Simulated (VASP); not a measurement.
# Pd (Pm-3n) in VASP: a series of runs

Pd is run at these levels: PBE; tasks: single point.

Everything below comes from runs of VASP 6.6.1. Logs are shortened: lines on timing, memory, paths and dates and some standing lists are left out, and cuts for length are marked.

## 1. The cell of the first run

Symmetry: Pm-3n, No. 223, cubic system. The conventional cell has a = 5.015 Å, b = 5.015 Å, c = 5.015 Å, α = 90.00°, β = 90.00°, γ = 90.00°. Within 3.7 Å of Pd (site symmetry m-3) lie 12 Pd at 2.80 Å. Within 3.3 Å of Pd (site symmetry -4m2) lie 14 Pd at 2.51 to 3.07 Å.

## 2. Single point, PBE, collinear spin, ferromagnetic start

File INCAR:

```
SYSTEM = Pd
PREC = Accurate
ENCUT = 500
EDIFF = 1E-6
ISMEAR = -1
SIGMA = 0.05
LREAL = .FALSE.
LASPH = .TRUE.
NELM = 200
ALGO = Normal
ISIF = 2
LWAVE = .FALSE.
LCHARG = .TRUE.
ISPIN = 2
MAGMOM = 0.5 0.5 0.5 0.5 0.5 0.5 0.5 0.5
LORBIT = 11
LMAXMIX = 4
GGA = PE
LELF = .TRUE.
LVHAR = .TRUE.
NBANDS = 54
GGA_COMPAT = .FALSE.
```

File KPOINTS:

```
regular mesh
0
G
  7 7 7
  0 0 0
```

File POSCAR:

```
Pd
1.0
    5.0145131746      0.0000000000      0.0000000000
    0.0000000000      5.0145131746      0.0000000000
    0.0000000000      0.0000000000      5.0145131746
Pd
8
Direct
    1.0000000000      0.0000000000      0.0000000000
    0.5000000000      0.5000000000      0.5000000000
    0.2500000000      0.0000000000      0.5000000000
    0.7500000000      1.0000000000      0.5000000000
    0.5000000000      0.2500000000      1.0000000000
    0.5000000000      0.7500000000      1.0000000000
    0.0000000000      0.5000000000      0.2500000000
    0.0000000000      0.5000000000      0.7500000000
```

Potentials or basis: VASP PAW PBE potentials, release 64 (Pd).

Run with:

```bash
> cat potpaw_PBE.64/Pd/POTCAR > POTCAR
> mpirun -np 1 vasp_std > vasp.out
```

OUTCAR:

```text
SYSTEM = Pd
   PREC = Accurate
   ENCUT = 500
   EDIFF = 1E-6
   ISMEAR = -1
   LREAL = .FALSE.
   LASPH = .TRUE.
   NELM = 200
   ISIF = 2
   ISPIN = 2
   LORBIT = 11
   GGA = PE

 ion  position               nearest neighbor table
   1  0.000  0.000  0.000-   3 2.80   4 2.80   5 2.80   6 2.80   7 2.80   8 2.80   3 2.80   4 2.80
                             7 2.80   8 2.80   5 2.80   6 2.80
   2  0.500  0.500  0.500-   3 2.80   4 2.80   5 2.80   6 2.80   7 2.80   8 2.80   5 2.80   6 2.80
                             3 2.80   4 2.80   7 2.80   8 2.80
   3  0.250  0.000  0.500-   4 2.51   4 2.51   1 2.80   1 2.80   2 2.80   2 2.80   8 3.07   5 3.07
                             5 3.07   6 3.07   6 3.07   7 3.07   8 3.07   7 3.07
   4  0.750  0.000  0.500-   3 2.51   3 2.51   1 2.80   1 2.80   2 2.80   2 2.80   8 3.07   5 3.07
                             5 3.07   6 3.07   6 3.07   7 3.07   8 3.07   7 3.07
   5  0.500  0.250  0.000-   6 2.51   6 2.51   1 2.80   2 2.80   2 2.80   1 2.80   8 3.07   4 3.07
                             3 3.07   4 3.07   3 3.07   7 3.07   7 3.07   8 3.07
   6  0.500  0.750  0.000-   5 2.51   5 2.51   1 2.80   2 2.80   2 2.80   1 2.80   8 3.07   4 3.07
                             3 3.07   4 3.07   3 3.07   7 3.07   7 3.07   8 3.07
   7  0.000  0.500  0.250-   8 2.51   8 2.51   1 2.80   2 2.80   1 2.80   2 2.80   3 3.07   4 3.07
                             5 3.07   3 3.07   4 3.07   6 3.07   5 3.07   6 3.07
   8  0.000  0.500  0.750-   7 2.51   7 2.51   1 2.80   2 2.80   1 2.80   2 2.80   3 3.07   4 3.07
                             5 3.07   3 3.07   4 3.07   6 3.07   5 3.07   6 3.07

  LATTYP: Found a simple cubic cell.
 ALAT       =     5.0145131746

  Lattice vectors:

 A1 = (   5.0145131746,   0.0000000000,   0.0000000000)
 A2 = (   0.0000000000,   5.0145131746,   0.0000000000)
 A3 = (   0.0000000000,   0.0000000000,   5.0145131746)

Analysis of symmetry for initial positions (statically):
=====================================================================
 Subroutine PRICEL returns:
 Original cell was already a primitive cell.

 Routine SETGRP: Setting up the symmetry group for a
 simple cubic supercell.

 Subroutine GETGRP returns: Found 48 space group operations
 (whereof 24 operations were pure point group operations)
 out of a pool of 48 trial point group operations.

The static configuration has the point symmetry T_h .
 The point group associated with its full space group is O_h .

Analysis of symmetry for dynamics (positions and initial velocities):
=====================================================================
 Subroutine PRICEL returns:
 Original cell was already a primitive cell.

 Routine SETGRP: Setting up the symmetry group for a
 simple cubic supercell.

 Subroutine GETGRP returns: Found 48 space group operations
 (whereof 24 operations were pure point group operations)
 out of a pool of 48 trial point group operations.

The dynamic configuration has the point symmetry T_h .
 The point group associated with its full space group is O_h .

Analysis of structural, dynamic, and magnetic symmetry:
=====================================================================
 Subroutine PRICEL returns:
 Original cell was already a primitive cell.

 Routine SETGRP: Setting up the symmetry group for a
 simple cubic supercell.

 Subroutine GETGRP returns: Found 48 space group operations
 (whereof 24 operations were pure point group operations)
 out of a pool of 48 trial point group operations.

The overall configuration has the point symmetry T_h .
 The point group associated with its full space group is O_h .

 Subroutine INISYM returns: Found 48 space group operations
 (whereof 24 operations are pure point group operations),
 and found     1 'primitive' translations

----------------------------------------------------------------------------------------

                                     Primitive cell

  volume of cell :     126.0917

  direct lattice vectors                    reciprocal lattice vectors
     5.014513175  0.000000000  0.000000000     0.199421153  0.000000000  0.000000000
     0.000000000  5.014513175  0.000000000     0.000000000  0.199421153  0.000000000
     0.000000000  0.000000000  5.014513175     0.000000000  0.000000000  0.199421153

  length of vectors
     5.014513175  5.014513175  5.014513175     0.199421153  0.199421153  0.199421153

  position of ions in fractional coordinates (direct lattice)
     0.000000000  0.000000000  0.000000000
     0.500000000  0.500000000  0.500000000
     0.250000000  0.000000000  0.500000000
     0.750000000  0.000000000  0.500000000
     0.500000000  0.250000000  0.000000000
     0.500000000  0.750000000  0.000000000
     0.000000000  0.500000000  0.250000000
     0.000000000  0.500000000  0.750000000

  ion indices of the primitive-cell ions
   primitive index   ion index
                 1           1
                 2           2
                 3           3
                 4           4
                 5           5
                 6           6
                 7           7
                 8           8

----------------------------------------------------------------------------------------

 KPOINTS: regular mesh

Automatic generation of k-mesh.
 Grid dimensions read from file:
 generate k-points for:    7    7    7

 Generating k-lattice:

  Cartesian coordinates                     Fractional coordinates (reciprocal lattice)
     0.028488736  0.000000000  0.000000000     0.142857143  0.000000000  0.000000000
     0.000000000  0.028488736  0.000000000     0.000000000  0.142857143  0.000000000
     0.000000000  0.000000000  0.028488736     0.000000000  0.000000000  0.142857143

  Length of vectors
     0.028488736  0.028488736  0.028488736

  Shift w.r.t. Gamma in fractional coordinates (k-lattice)
     0.000000000  0.000000000  0.000000000

 Subroutine IBZKPT returns following result:
 ===========================================

 Found     20 irreducible k-points:

 Following reciprocal coordinates:
            Coordinates               Weight
  0.000000  0.000000  0.000000      1.000000
  0.142857  0.000000  0.000000      6.000000
  0.285714  0.000000  0.000000      6.000000
  0.428571  0.000000  0.000000      6.000000
  0.142857  0.142857  0.000000     12.000000
  0.285714  0.142857  0.000000     24.000000
[... 12 lines left out ...]
  0.428571  0.428571  0.285714     24.000000
  0.428571  0.428571  0.428571      8.000000
   k-points           NKPTS =     20   k-points in BZ     NKDIM =     20   number of bands    NBANDS=     54
   number of dos      NEDOS =    301   number of ions     NIONS =      8
   total plane-waves  NPLWV =  64000
   dimension x,y,z NGX =    40 NGY =   40 NGZ =   40
   dimension x,y,z NGXF=    80 NGYF=   80 NGZF=   80
   ions per type =               8
   NGX,Y,Z   is equivalent  to a cutoff of  13.26, 13.26, 13.26 a.u.
   NGXF,Y,Z  is equivalent  to a cutoff of  26.52, 26.52, 26.52 a.u.
 SYSTEM =  Pd
   PREC   = accura    normal or accurate (medium, high low for compatibility)
   ISTART =      0    job   : 0-new  1-cont  2-samecut
   ICHARG =      2    charge: 1-file 2-atom 10-const
   ISPIN  =      2    spin polarized calculation?
   LNONCOLLINEAR =      F non collinear calculations
   LSORBIT =      F    spin-orbit coupling
   LASPH  =      T    aspherical Exc in radial PAW
   ENCUT  =  500.0 eV  36.75 Ry    6.06 a.u.   9.14  9.14  9.14*2*pi/ulx,y,z
   NELM   =    200;   NELMIN=  2; NELMDL= -5     # of ELM steps
   EDIFF  = 0.1E-05   stopping-criterion for ELM
   LREAL  =      F    real-space projection
   EDIFFG = 0.1E-04   stopping-criterion for IOM
   NSW    =      0    number of steps for IOM
   IBRION =     -1    ionic relax: 0-MD 1-quasi-New 2-CG
   NFREE  =      0    steps in history (QN), initial steepest desc. (CG)
   ISIF   =      2    stress and relaxation
   ISYM   =      2    0-nonsym 1-usesym 2-fastsym
   POTIM  = 0.5000    time-step for ionic-motion
   TEBEG  =    0.0;   TEEND  =   0.0 temperature during run
   PSTRESS=    0.0 pullay stress
   NELECT =      80.0000    total number of electrons
   NUPDOWN=      -1.0000    fix difference up-down
   EMIN   =  10.00;   EMAX   =-10.00  energy-range for DOS
   EFERMI =   0.00;   METHOD = LEGACY
   ISMEAR =    -1;   SIGMA  =   0.05  broadening in eV -4-tet -1-fermi 0-gaus
   EFERMI_NEDOS =   21; number of points for ismear=-14 and -15
   IALGO  =     38    algorithm
   IMIX   =      4    mixing-type and parameters
     AMIX     =   0.40;   BMIX     =  1.00
     AMIX_MAG =   1.60;   BMIX_MAG =  1.00
  volume/ion in A,a.u.               =      15.76       106.36
  Fermi-wavevector in a.u.,A,eV,Ry     =   1.406726  2.658326 26.924254  1.978877
  Thomas-Fermi vector in A             =   2.529057
   LORBIT       =     11    0 simple, 1 ext, 2 COOP (PROOUT), +10 PAW based schemes
   GGA     = PE    functional components
   LHFCALC =     F    Hartree Fock is set to
   AEXX    =    0.0000 exact exchange contribution
   IVDW    =     0    specifies the selected vdW correction
   LEPSILON=     F    determine dielectric tensor
   LRPA    =     F    only Hartree local field effects (RPA)
 spin polarized calculation
  energy-cutoff  :      500.00
  volume of cell :      126.09
 maximum number of plane-waves:      3217
 NGX is ok and might be reduce to    40
   NGX = 19   NGY = 19   NGZ = 19

 number of electron      79.9999980 magnetization       0.0004168

 number of electron      79.9999980 magnetization      -0.0011057

 Free energy of the ion-electron system (eV)
  ---------------------------------------------------
  ext. energy  EPLUGINS =         0.00000000
  ---------------------------------------------------
  free energy    TOTEN  =       -40.82751759 eV

  energy without entropy =      -40.71382586  energy(sigma->0) =      -40.77067173

 E-fermi :   8.7035     XC(G=0): -12.7565

 val. band max:        8.6937992578   @ k =   0.1429   0.1429   0.0000
 cond. band min:       8.7042171484   @ k =   0.4286   0.0000   0.0000
 fundamental gap:      0.0104178906
 Fermi energy:         8.7034934615

 spin component 1

 k-point     1 :       0.0000    0.0000    0.0000
  band No.  band energies     occupation
      1       2.0634      1.00000
      2       3.6878      1.00000
      3       3.6878      1.00000
      4       4.4208      1.00000
      5       4.5493      1.00000
      6       4.5493      1.00000
[... 44 lines left out ...]
     51      17.7897      0.00000
     52      17.7897      0.00000
[... 1043 lines left out ...]
     51      20.7139      0.00000
     52      21.2539      0.00000
 Fermi energy:         8.7034934615

 spin component 2

 k-point     1 :       0.0000    0.0000    0.0000
  band No.  band energies     occupation
      1       2.0632      1.00000
      2       3.6878      1.00000
      3       3.6878      1.00000
      4       4.4208      1.00000
      5       4.5491      1.00000
      6       4.5491      1.00000
[... 44 lines left out ...]
     51      17.7896      0.00000
     52      17.7896      0.00000
[... 1043 lines left out ...]
     51      20.7138      0.00000
     52      21.2538      0.00000
 [bands above 52 left out]

------------------------ aborting loop because EDIFF is reached ----------------------------------------

  FORCE on cell =-STRESS in cart. coord.  units (eV):
  Direction    XX          YY          ZZ          XY          YZ          ZX
  --------------------------------------------------------------------------------------
  -------------------------------------------------------------------------------------
  Total       -0.2940041     -0.2940041     -0.2940041     -0.0000000      0.0000000      0.0000000
  in kB       -3.7357481     -3.7357481     -3.7357481     -0.0000000      0.0000000      0.0000000
  external PRESSURE =      -3.7357481 kB  Pullay stress =       0.0000000 kB

 VOLUME and BASIS-vectors are now :
 -----------------------------------------------------------------------------
  energy-cutoff  :      500.00
  volume of cell :      126.09
      direct lattice vectors                 reciprocal lattice vectors
     5.014513175  0.000000000  0.000000000     0.199421153  0.000000000  0.000000000
     0.000000000  5.014513175  0.000000000     0.000000000  0.199421153  0.000000000
     0.000000000  0.000000000  5.014513175     0.000000000  0.000000000  0.199421153

 POSITION                                       TOTAL-FORCE (eV/Angst)
 -----------------------------------------------------------------------------------
      0.00000      0.00000      0.00000        -0.000000     -0.000000     -0.000000
      2.50726      2.50726      2.50726        -0.000000     -0.000000     -0.000000
      1.25363      0.00000      2.50726        -0.000000      0.000000      0.000000
      3.76088      0.00000      2.50726         0.000000     -0.000000      0.000000
      2.50726      1.25363      0.00000         0.000000     -0.000000      0.000000
      2.50726      3.76088      0.00000        -0.000000     -0.000000     -0.000000
      0.00000      2.50726      1.25363         0.000000     -0.000000     -0.000000
      0.00000      2.50726      3.76088        -0.000000      0.000000      0.000000
 -----------------------------------------------------------------------------------
    total drift:                               -0.000000     -0.000000      0.000000

  FREE ENERGIE OF THE ION-ELECTRON SYSTEM (eV)
  ---------------------------------------------------
  free  energy   TOTEN  =       -40.8275175939 eV

  energy  without entropy=      -40.7138258626  energy(sigma->0) =      -40.77067173

 total charge

# of ion       s       p       d       tot
------------------------------------------
    1        0.456   0.424   8.459   9.339
    2        0.456   0.424   8.459   9.339
    3        0.455   0.412   8.484   9.352
    4        0.455   0.412   8.484   9.352
    5        0.455   0.412   8.484   9.352
    6        0.455   0.412   8.484   9.352
    7        0.455   0.412   8.484   9.352
    8        0.455   0.412   8.484   9.352
--------------------------------------------------
tot          3.644   3.323  67.823  74.790

 magnetization (x)

# of ion       s       p       d       tot
------------------------------------------
    1        0.000  -0.000  -0.000  -0.000
    2        0.000  -0.000  -0.000  -0.000
    3       -0.000  -0.000  -0.000  -0.000
    4       -0.000  -0.000  -0.000  -0.000
    5       -0.000  -0.000  -0.000  -0.000
    6       -0.000  -0.000  -0.000  -0.000
    7       -0.000  -0.000  -0.000  -0.000
    8       -0.000  -0.000  -0.000  -0.000
--------------------------------------------------
tot         -0.000  -0.000  -0.001  -0.001
```

Run time: 2.2 min. Hardware: 1 thread of AMD EPYC 9R45 (Zen 5), shared host; peak memory 0.35 GiB.

Results:

| Property | Result |
| --- | --- |
| Free energy | -40.8275 eV |
| Pressure | -0.4 GPa |
| Band gap on the k mesh | zero (filled and empty bands overlap) |
| Net moment | 0.00 μB per cell |
| Valence electrons inside the program's atomic spheres | Pd 9.34, 9.35 |

## 3. Single point, PBE

This run uses another cell than the first one, of 15.79 Å³/atom, 1.002 times its volume.

File INCAR:

```
ALGO = Normal ; EDIFF = 1E-7
ENCUT = 520 ; GGA = PE
ISIF = 2 ; ISMEAR = -1
LASPH = T ; LCHARG = F
LREAL = F ; LWAVE = F
NBANDS = 50 ; NELM = 80
PREC = Accurate ; SIGMA = 0.1
```

File KPOINTS:

```
k-points
0
Gamma
  5 5 5
```

File POSCAR:

```
Pd
1.0
    5.0179995986      0.0000000000      0.0000000000
    0.0000000000      5.0179995986      0.0000000000
    0.0000000000      0.0000000000      5.0179995986
Pd
8
Direct
    1.0000000000      0.0000000000      1.0000000000
    0.5000000000      0.5000000000      0.5000000000
    0.2500000000      1.0000000000      0.5000000000
    0.7500000000      0.0000000000      0.5000000000
    0.5000000000      0.2500000000      1.0000000000
    0.5000000000      0.7500000000      1.0000000000
    0.0000000000      0.5000000000      0.2500000000
    1.0000000000      0.5000000000      0.7500000000
```

Potentials or basis: VASP PAW PBE potentials, release 64 (Pd).

Run with:

```bash
> cat potpaw_PBE.64/Pd/POTCAR > POTCAR
> mpirun -np 1 vasp_std > vasp.out
```

It took 40 s on 1 thread of Intel Xeon 6975P-C (Granite Rapids), shared host; peak memory 0.25 GiB.

The run converged. Its results:

```yaml
Free_energy: -40.9817 eV
Pressure: -0.4 GPa
Band_gap_on_the_k_mesh: zero (band 40 reaches 8.72 eV, above the bottom of band 41 at 8.50 eV)
```

Levels at points of the mesh, in eV from the Fermi level:
| k point | band 37 | band 38 | band 39 | band 40 | band 41 | band 42 | band 43 | band 44 |
| --- | --- | --- | --- | --- | --- | --- | --- | --- |
| (0.00, 0.00, 0.00) | -0.25 | -0.25 | 0.01 | 0.01 | 0.01 | 2.40 | 2.40 | 2.40 |
